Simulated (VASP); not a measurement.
## Ti: single point with PBE

Crystal: Ti.

```
Ti
1.0
    -1.69288    1.69288    1.69288
     1.69288   -1.69288    1.69288
     1.69288    1.69288   -1.69288
Ti
1
Direct
  0.00000 0.00000 0.00000
```

This cell differs from its parent crystal: volume scaled by 1.12.

| Item | Value |
| --- | --- |
| Program | VASP 6.6.1 |
| Task | single point |
| Functional | PBE |
| Potentials or basis | VASP PAW PBE potentials, release 64 (Ti_sv) |
| Cutoff | 520 eV |
| k mesh | 15 × 15 × 15 |
| Occupations | fermi-dirac, width 0.1 eV |
| Spin | no spin polarisation |
| Dipole correction | no |
| Further INCAR settings | ALGO = Normal; EDIFF = 1e-07; NBANDS = 12 |

The pressure is -9.9 GPa. The band gap on the k mesh is zero (band 6 reaches 7.87 eV, above the bottom of band 7 at 6.41 eV).

Levels at points of the mesh, in eV from the Fermi level:
| k point | band 4 | band 5 | band 6 | band 7 | band 8 | band 9 |
| --- | --- | --- | --- | --- | --- | --- |
| (0.00, 0.00, 0.00) | -32.72 | -5.70 | 0.88 | 0.88 | 0.88 | 2.41 |

Wall time 38 s on 1 thread of Intel Xeon 6975P-C, with other jobs on the host, peak memory 0.15 GiB.
